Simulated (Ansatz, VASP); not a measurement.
## One calculation of Rh, two programs

Contents of INCAR:

```
SYSTEM = Rh
PREC = Accurate ; ENCUT = 600
EDIFF = 1E-6 ; ISMEAR = 1
SIGMA = 0.1 ; LREAL = .False.
LASPH = .True. ; NELM = 60
ALGO = Normal ; ISIF = 3
LWAVE = .False. ; LCHARG = .False.
GGA = PS ; IBRION = 2
NSW = 80 ; EDIFFG = -0.03
```

KPOINTS

```
regular mesh
0
Gamma
  9 9 3
  0 0 0
```

The input POSCAR:

```
Rh
1.0
    2.6917446200      0.0000000000      0.0000000000
   -1.3458723100      2.3311192200      0.0000000000
    0.0000000000      0.0000000000      8.7980701300
Rh
4
Direct
    0.0000000000      0.0000000000      0.0000000000
    0.3333333333      0.6666666667      0.2500000000
    0.0000000000      0.0000000000      0.5000000000
    0.6666666667      0.3333333333      0.7500000000
```

Input for Ansatz:

```yaml
crystal:
  lattice:
    - [2.69174462, 0.0, 0.0]
    - [-1.34587231, 2.33111922, 0.0]
    - [0.0, 0.0, 8.79807013]
  atoms:
    - { symbol: Rh, position: [0.0, 0.0, 0.0] }
    - { symbol: Rh, position: [0.3333333333333333, 0.6666666666666666, 0.25] }
    - { symbol: Rh, position: [0.0, 0.0, 0.5] }
    - { symbol: Rh, position: [0.6666666666666666, 0.3333333333333333, 0.75] }
basis:
  ecutwfc: 517.016338673772
kpoints:
  mp_grid:
    grid: [9, 9, 3]
    shift: [0.0, 0.0, 0.0]
hamiltonian:
  xc: pbesol
  dispersion: none
scf:
  occupations:
    method: cold
relax:
  f_tol: 0.03
  cell: {}
```

Alike in both runs: task relaxation of cell and atoms; functional PBEsol; k mesh 9 × 9 × 3; no spin polarisation.

```csv
,VASP,Ansatz
version,VASP 6.6.1,Ansatz 0.2.0
potentials or method,"VASP PAW PBE potentials, release 64 (Rh_pv), cutoff 600 eV","plane waves, PAW"
occupations,"methfessel-paxton of order 1, width 0.1 eV",cold
valence electrons in the cell,60,68
```

```tsv
	VASP	Ansatz	Ansatz less VASP
relaxed volume (Å³/atom)	13.50	13.52	+0.013
relaxed cell length with the largest relative difference (Å)	2.675	2.677	+0.0011
```

VASP's potentials were made for PBE, not for PBEsol. VASP's potentials hold 60 valence electrons a cell and Ansatz's 68, so a difference there can come from the potentials and not from the codes.
